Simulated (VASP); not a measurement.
BN:

```
B N
1.0
     0.00000    1.80750    1.80750
     1.80750    0.00000    1.80750
     1.80750    1.80750    0.00000
B N
1 1
Direct
  0.00000 0.00000 0.00000
  0.75000 0.75000 0.75000
```

Base run:

- Program: VASP 6.6.1
- Functional: PBE
- Potentials or basis: VASP PAW PBE potentials, release 64 (B, N)
- Cutoff: 520 eV
- k mesh: 12 × 12 × 12
- Occupations: gaussian, width 0.05 eV
- Spin: no spin polarisation

Its results: band gap on the k mesh 4.46 eV, indirect (least direct gap 8.82 eV); pressure 3.3 GPa.

**Question.** The run is repeated on the same cell with these changes: functional from PBE to PBEsol. What comes out?

**Answer.** Band gap on the k mesh 4.28 eV, indirect (least direct gap 8.76 eV); pressure -2.3 GPa.

PBEsol binds more tightly than PBE, so the same cell stands under less pressure.

Caveats: the PAW data sets were made with another functional, which shifts forces and pressure a little (some runs).

A k mesh can miss the band edges.
